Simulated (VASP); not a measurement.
Runs of VASP 6.6.1 on ZnHgO2. The structure is that of space group P-4m2 (No. 115), or close to it. The cells are those of the table. 

| level | potentials or basis | cell | k mesh | cutoff (eV) | second run | gap on the mesh (eV) | pressure (GPa) | largest force (eV/Å) |
| --- | --- | --- | --- | --- | --- | --- | --- | --- |
| r2SCAN | VASP PAW PBE potentials, release 64 (Zn, O, Hg) | a = 3.293, b = 3.293, c = 5.141 Å, 4 atoms | 6 × 6 × 4 | 520 | - | none | 5.4 | 0.09 |
| PBE | VASP PAW PBE potentials, release 64 (Zn, O, Hg) | a = 3.461, b = 3.461, c = 5.317 Å, 4 atoms | 6 × 6 × 4 | 520 | - | none | -4.6 | - |
| r2SCAN | VASP PAW PBE potentials, release 64 (Zn, O, Hg) | a = 3.326, b = 3.326, c = 5.193 Å, 4 atoms | 6 × 6 × 4 | 520 | - | none | 1.3 | 0.06 |
| r2SCAN | VASP PAW PBE potentials, release 64 (Zn, O, Hg_sv_GW) | a = 3.359, b = 3.359, c = 5.244 Å, 4 atoms | 6 × 6 × 4 | 660 | valence_matched | none | -3.3 | 0.07 |
| PBE | VASP PAW PBE potentials, release 64 (Zn, O, Hg) | a = 3.325, b = 3.325, c = 5.109 Å, 4 atoms | 6 × 6 × 4 | 520 | - | none | (a) | 0.07 |
| r2SCAN | VASP PAW PBE potentials, release 64 (Zn, O, Hg) | a = 3.392, b = 3.392, c = 5.295 Å, 4 atoms | 6 × 6 × 4 | 520 | - | none | -5.4 | (b) |
| PBE | VASP PAW PBE potentials, release 64 (Zn, O, Hg_sv_GW) | a = 3.326, b = 3.326, c = 5.193 Å, 4 atoms | 8 × 8 × 6 | 600 | valence_matched | none | 5.3 | 0.07 |
| PBE | VASP PAW PBE potentials, release 64 (Zn, O, Hg) | a = 3.428, b = 3.428, c = 5.267 Å, 4 atoms | 6 × 6 × 4 | 520 | - | none | -2.1 | (c) |

Alike in all rows: task single point; no spin polarisation; smearing fermi-dirac 0.02 eV.

**Question.** Fill in the values left out.

**Answer.** (a) 8.5; (b) 0.03; (c) 0.01.

Caveats: spin-orbit coupling is left out, which moves the levels of the heavy elements; the PAW data sets were made with another functional, which shifts forces and pressure a little (some runs).

A k mesh can miss the band edges, and the runs leave out spin-orbit coupling on Hg.

A gap of «none» marks levels without a gap at the run's occupations.

The runs don't all hold the same shells in valence.
